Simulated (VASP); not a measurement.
# ZnF2 (P4_2/mnm) in VASP: single point with PBE0

Aim: the single point of ZnF2 with PBE0.

All numbers are computed with VASP 6.6.1; they aren't measurements. Logs are shortened: lines on timing, memory, paths and dates and some standing lists are left out, and cuts for length are marked.

## Step 1: The cell of the first run

The structure is tetragonal, space group P4_2/mnm (No. 136). Conventional cell: a = 4.718 Å, b = 4.718 Å, c = 3.139 Å, α = 90.00°, β = 90.00°, γ = 90.00°. Within 2.7 Å of Zn (site symmetry mmm) lie 6 F at 2.03 to 2.04 Å. F (site symmetry m2m) has 3 Zn at 2.03 to 2.04 Å and 1 F at 2.62 Å within 2.7 Å.

## Step 2: Single point, PBE0

Contents of POSCAR:

```
ZnF2
1.0
    4.7182600000      0.0000000000      0.0000000000
    0.0000000000      4.7182600000      0.0000000000
    0.0000000000      0.0000000000      3.1387200000
Zn F
2 4
Direct
    0.0000000000      0.0000000000      0.0000000000
    0.5000000000      0.5000000000      0.5000000000
    0.3037300000      0.3037300000      0.0000000000
    0.1962700000      0.8037300000      0.5000000000
    0.6962700000      0.6962700000      0.0000000000
    0.8037300000      0.1962700000      0.5000000000
```

Contents of INCAR.step1:

```
SYSTEM = ZnF2
PREC = Accurate
ENCUT = 520
EDIFF = 1E-5
ISMEAR = 0
SIGMA = 0.02
LREAL = .FALSE.
LASPH = .TRUE.
NELM = 80
ALGO = Normal
ISIF = 2
LWAVE = .TRUE.
LCHARG = .FALSE.
GGA = PE
```

Contents of INCAR.step2:

```
SYSTEM = ZnF2
PREC = Accurate
ENCUT = 520
EDIFF = 1E-6
ISMEAR = 0
SIGMA = 0.02
LREAL = .FALSE.
LASPH = .TRUE.
NELM = 80
ALGO = Normal
ISIF = 2
LWAVE = .FALSE.
LCHARG = .FALSE.
GGA = PE
LHFCALC = .TRUE.
AEXX = 0.25
PRECFOCK = Fast
ISTART = 1
```

Contents of KPOINTS:

```
Automatic mesh
0
G
  4 4 6
  0 0 0
```

Potentials or basis: VASP PAW PBE potentials, release 64 (Zn, F).

Launch:

```console
$ cat potpaw_PBE.64/Zn/POTCAR potpaw_PBE.64/F/POTCAR > POTCAR
$ cp INCAR.step1 INCAR
$ mpirun -np 1 vasp_std > vasp.out
$ cp INCAR.step2 INCAR
$ mpirun -np 1 vasp_std > vasp.out
```

OUTCAR:

```text
SYSTEM = ZnF2
   PREC = Accurate
   ENCUT = 520
   EDIFF = 1E-6
   ISMEAR = 0
   LREAL = .FALSE.
   LASPH = .TRUE.
   NELM = 80
   ISIF = 2
   GGA = PE
   LHFCALC = .TRUE.
   AEXX = 0.25
   PRECFOCK = Fast
   ISTART = 1

 ion  position               nearest neighbor table
   1  0.000  0.000  0.000-   3 2.03   5 2.03   4 2.04   6 2.04   4 2.04   6 2.04
   2  0.500  0.500  0.500-   4 2.03   6 2.03   5 2.04   3 2.04   3 2.04   5 2.04
   3  0.304  0.304  0.000-   1 2.03   2 2.04   2 2.04
   4  0.196  0.804  0.500-   2 2.03   1 2.04   1 2.04
   5  0.696  0.696  0.000-   1 2.03   2 2.04   2 2.04
   6  0.804  0.196  0.500-   2 2.03   1 2.04   1 2.04

  LATTYP: Found a simple tetragonal cell.
 ALAT       =     4.7182600000
 C/A-ratio  =     0.6652282833

  Lattice vectors:

 A1 = (   4.7182600000,   0.0000000000,   0.0000000000)
 A2 = (   0.0000000000,   4.7182600000,   0.0000000000)
 A3 = (   0.0000000000,   0.0000000000,   3.1387200000)

Analysis of symmetry for initial positions (statically):
=====================================================================
 Subroutine PRICEL returns:
 Original cell was already a primitive cell.

 Routine SETGRP: Setting up the symmetry group for a
 simple tetragonal supercell.

 Subroutine GETGRP returns: Found 16 space group operations
 (whereof  8 operations were pure point group operations)
 out of a pool of 16 trial point group operations.

The static configuration has the point symmetry D_2h.
 The point group associated with its full space group is D_4h.

Analysis of symmetry for dynamics (positions and initial velocities):
=====================================================================
 Subroutine PRICEL returns:
 Original cell was already a primitive cell.

 Routine SETGRP: Setting up the symmetry group for a
 simple tetragonal supercell.

 Subroutine GETGRP returns: Found 16 space group operations
 (whereof  8 operations were pure point group operations)
 out of a pool of 16 trial point group operations.

The dynamic configuration has the point symmetry D_2h.
 The point group associated with its full space group is D_4h.

 Subroutine INISYM returns: Found 16 space group operations
 (whereof  8 operations are pure point group operations),
[... 108 lines left out ...]
   NFREE  =      0    steps in history (QN), initial steepest desc. (CG)
   ISIF   =      2    stress and relaxation
   ISYM   =      3    0-nonsym 1-usesym 2-fastsym
   POTIM  = 0.5000    time-step for ionic-motion
   TEBEG  =    0.0;   TEEND  =   0.0 temperature during run
   PSTRESS=    0.0 pullay stress
   NELECT =      52.0000    total number of electrons
   NUPDOWN=      -1.0000    fix difference up-down
   EMIN   =  10.00;   EMAX   =-10.00  energy-range for DOS
   EFERMI =   0.00;   METHOD = LEGACY
   ISMEAR =     0;   SIGMA  =   0.02  broadening in eV -4-tet -1-fermi 0-gaus
   EFERMI_NEDOS =   21; number of points for ismear=-14 and -15
   IALGO  =     38    algorithm
   IMIX   =      1    mixing-type and parameters
     AMIX     =   0.40;   BMIX     =  1.00
     AMIX_MAG =   1.60;   BMIX_MAG =  1.00
  volume/ion in A,a.u.               =      11.65        78.59
  Fermi-wavevector in a.u.,A,eV,Ry     =   1.483556  2.803514 29.945571  2.200937
  Thomas-Fermi vector in A             =   2.597203
   LORBIT       =      0    0 simple, 1 ext, 2 COOP (PROOUT), +10 PAW based schemes
   GGA     = PE    functional components
   LHFCALC =     T    Hartree Fock is set to
   PRECFOCK=fast      Normal, Fast or Accurate (Low or Medium for compatibility)
   ENCUT4O =  -1.0   cutoff for four orbital integrals eV
   NKREDX  =     1    reduce k-point grid by
   NKREDY  =     1    reduce k-point grid by
   NKREDZ  =     1    reduce k-point grid by
   AEXX    =    0.2500 exact exchange contribution
   HFSCREEN=    0.0000 screening length (either q_TF or 0.3 A-1)
   HFSCREENC=   0.0000 screening length for correlation (either q_TF or 0.3 A-1)
   ENCUTFOCK=  -1.0 apply spherical cutoff to Coloumb kernel
   IVDW    =     0    specifies the selected vdW correction
   LEPSILON=     F    determine dielectric tensor
   LRPA    =     F    only Hartree local field effects (RPA)
 non-spin polarized calculation
 Gauss-broadening in eV      SIGMA  =   0.02
  energy-cutoff  :      520.00
  volume of cell :       69.87
 maximum number of plane-waves:      1904
 NGX is ok and might be reduce to    36
  NGX = 24; NGY = 24; NGZ = 14

 number of electron      51.9999963 magnetization

 Free energy of the ion-electron system (eV)
  ---------------------------------------------------
  ext. energy  EPLUGINS =         0.00000000
  ---------------------------------------------------
  free energy    TOTEN  =       -31.89696893 eV

  energy without entropy =      -31.89696893  energy(sigma->0) =      -31.89696893

 E-fermi :  -3.2846     XC(G=0):  -7.9804

 val. band max:       -3.4777104667   @ k =   0.5000   0.0000   0.5000
 cond. band min:       3.2862749828   @ k =   0.0000   0.0000   0.0000
 fundamental gap:      6.7639854495
 Fermi energy:        -3.2846203860

 k-point     1 :       0.0000    0.0000    0.0000
  band No.  band energies     occupation
      1     -26.7145      2.00000
      2     -25.9300      2.00000
      3     -25.9300      2.00000
      4     -25.9010      2.00000
      5      -9.6685      2.00000
      6      -9.2093      2.00000
[... 805 lines left out ...]
     30      11.2806      0.00000
     31      12.4079      0.00000

------------------------ aborting loop because EDIFF is reached ----------------------------------------

  FORCE on cell =-STRESS in cart. coord.  units (eV):
  Direction    XX          YY          ZZ          XY          YZ          ZX
  --------------------------------------------------------------------------------------
  -------------------------------------------------------------------------------------
  Total        0.7502356      0.7502356      0.8451785      0.0000000      0.0000000      0.0000000
  in kB       17.2025148     17.2025148     19.3795059      0.0000000      0.0000000      0.0000000
  external PRESSURE =      17.9281785 kB  Pullay stress =       0.0000000 kB

 VOLUME and BASIS-vectors are now :
 -----------------------------------------------------------------------------
  energy-cutoff  :      520.00
  volume of cell :       69.87
      direct lattice vectors                 reciprocal lattice vectors
     4.718260000  0.000000000  0.000000000     0.211942538  0.000000000  0.000000000
     0.000000000  4.718260000  0.000000000     0.000000000  0.211942538  0.000000000
     0.000000000  0.000000000  3.138720000     0.000000000  0.000000000  0.318601213

 POSITION                                       TOTAL-FORCE (eV/Angst)
 -----------------------------------------------------------------------------------
      0.00000      0.00000      0.00000         0.000000      0.000000      0.000000
      2.35913      2.35913      1.56936         0.000000      0.000000      0.000000
      1.43308      1.43308      0.00000        -0.011538     -0.011538      0.000000
      0.92605      3.79221      1.56936         0.011538     -0.011538      0.000000
      3.28518      3.28518      0.00000         0.011538      0.011538      0.000000
      3.79221      0.92605      1.56936        -0.011538      0.011538      0.000000
 -----------------------------------------------------------------------------------
    total drift:                               -0.000009     -0.000008      0.000000

  FREE ENERGIE OF THE ION-ELECTRON SYSTEM (eV)
  ---------------------------------------------------
  free  energy   TOTEN  =       -31.8969689291 eV

  energy  without entropy=      -31.8969689291  energy(sigma->0) =      -31.89696893
```

Run time: 3.1 h. Hardware: 1 thread of Intel Xeon Platinum 8259CL at 2.50GHz (Skylake/Cascade Lake), shared host; peak memory 0.22 GiB.

What came out:

```
Free energy            : -31.8970 eV
Pressure               : 1.8 GPa
Largest force          : 0.016 eV/Å
Band gap on the k mesh : 6.76 eV (least direct gap 6.78 eV)
```

Forces on the atoms (eV/Å):
```
Zn   0.000  0.000  0.000
Zn   0.000  0.000  0.000
F   -0.012 -0.012  0.000
F    0.012 -0.012  0.000
F    0.012  0.012  0.000
F   -0.012  0.012  0.000
```

Caveat: the PAW data sets were made with another functional, which shifts forces and pressure a little. A k mesh can miss the band edges.
